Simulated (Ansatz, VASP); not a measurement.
SnO2: VASP beside Ansatz

INCAR

```
SYSTEM = SnO2
PREC = Accurate ; ENCUT = 520
EDIFF = 1E-6 ; ISMEAR = -1
SIGMA = 0.1 ; LREAL = .FALSE.
LASPH = .TRUE. ; NELM = 60
ALGO = Normal ; ISIF = 2
LWAVE = .FALSE. ; LCHARG = .FALSE.
GGA = PE ; NBANDS = 35
```

Contents of KPOINTS:

```
Automatic mesh
0
G
  7 7 7
  0 0 0
```

The input POSCAR:

```
SnO2
1.0
    0.0000000000      4.3760040000      0.0000000000
    4.3760040000      0.0000000000      0.0000000000
    2.1880020000      2.1880020000     -3.6458900000
Sn O
2 4
Direct
    0.0000000000      0.0000000000      0.0000000000
    0.7500000000      0.2500000000      0.5000000000
    0.3750000000      0.3390000000      0.7500000000
    0.6610000000      0.1250000000      0.2500000000
    0.8750000000      0.9110000000      0.7500000000
    0.0890000000      0.6250000000      0.2500000000
```

Input for Ansatz:

```yaml
crystal:
  lattice:
    - [0.0, 4.376004, 0.0]
    - [4.376004, 0.0, 0.0]
    - [2.188002, 2.188002, -3.64589]
  atoms:
    - { symbol: Sn, position: [0.0, 0.0, 0.0] }
    - { symbol: Sn, position: [0.75, 0.25, 0.5] }
    - { symbol: O, position: [0.375, 0.339, 0.75] }
    - { symbol: O, position: [0.661, 0.125, 0.25] }
    - { symbol: O, position: [0.875, 0.911, 0.75] }
    - { symbol: O, position: [0.089, 0.625, 0.25] }
  symmetry: { tolerance: 0.0003 }
kpoints:
  mp_grid: { grid: [7, 7, 7], shift: [0, 0, 0] }
  band_path:
    path:
      - [0.0, 0.0, 0.0]
      - [0.5, 0.5, 0.5]
      - [0.5, 0.5, 0.25]
      - [0.0, 0.5, 0.0]
      - [0.0, 0.0, 0.0]
      - [0.0, 0.0, -0.5]
      - [0.0, 0.31992297, -0.34003851]
      - [0.0, 0.68007703, 0.34003851]
      - [0.0, 0.0, 0.0]
      - [0.5, 0.5, 0.5]
      - [0.31992297, 0.68007703, 0.5]
    npoints: 6
magnetization:
  spin_polarized: false
scf:
  occupations: { method: fermi_dirac }
  lower_state_search: "off"
  max_iter: 200
hamiltonian:
  pseudopotentials: { kind: paw }
  xc: pbe
basis:
  ecutwfc: 420
  fft_grid_basis: typed
output:
  forces: true
  stress: true
  eigenvalues: true
  bader: true
  populations: true
  elf: true
  write_potential: true
  volumetric_format: npy
  dos:
    e_range: [-12, 8]
    de: 0.05
    projected: { site_lists: { O: [O], Sn: [Sn] } }
checkpoint:
  read: saved_state
```

Alike in both runs: task single point; functional PBE; k mesh 7 × 7 × 7; no spin polarisation.

```csv
,VASP,Ansatz
version,VASP 6.6.1,Ansatz 0.2.0
potentials or method,"VASP PAW PBE potentials, release 64 (Sn_d, O), cutoff 520 eV",PAW plane waves
occupations,"fermi-dirac, width 0.1 eV",fermi-dirac
valence electrons in the cell,52,52
```

Ansatz gave:

```
rms of the force components (eV/Å) : 5.406
```

Task: Estimate VASP's values.

Result: rms of the force components (eV/Å): 5.219.

Atom by atom the forces differ by 0.186 eV/Å (rms over components).
